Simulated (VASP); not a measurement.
Input of a VASP 6.6.1 run:

File POSCAR:

```
WSe
1.0
    0.0000000000      2.8388664208      2.8388664208
    2.8388664208      0.0000000000      2.8388664208
    2.8388664208      2.8388664208      0.0000000000
W Se
1 1
Direct
    0.0000000000      0.0000000000      0.0000000000
    0.2500000000      0.2500000000      0.2500000000
```

The input INCAR.step1:

```
PREC = Accurate
ENCUT = 520
ISMEAR = 0
SIGMA = 0.1
LREAL = F
LASPH = T
NELM = 80
NBANDS = 17
GGA = PE
ALGO = Normal
EDIFF = 1E-4
LWAVE = T
LCHARG = F
```

Contents of INCAR.step2:

```
PREC = Accurate
ENCUT = 520
EDIFF = 1E-6
ISMEAR = 0
SIGMA = 0.1
LREAL = F
LASPH = T
NELM = 80
ALGO = Normal
ISIF = 2
LWAVE = F
LCHARG = F
METAGGA = R2SCAN
LMIXTAU = T
NBANDS = 17
ISTART = 1
```

File KPOINTS:

```
regular mesh
0
Gamma
  12 12 12
```

Potentials or basis: VASP PAW PBE potentials, release 64 (W_sv, Se).

Launch:

```bash
$ cat potpaw_PBE.64/W_sv/POTCAR potpaw_PBE.64/Se/POTCAR > POTCAR
$ cp INCAR.step1 INCAR
$ mpirun -np 1 vasp_std > vasp.out
$ cp INCAR.step2 INCAR
$ mpirun -np 1 vasp_std > vasp.out
```

Question: Predict the band gap on the k mesh.

Answer: Zero (band 10 reaches 6.19 eV, above the bottom of band 11 at 5.80 eV).

Question: Predict the pressure.

Answer: -4.2 GPa.

Caveat: the PAW data sets were made with another functional, which shifts forces and pressure a little; spin-orbit coupling is left out, which moves the levels of the heavy elements.
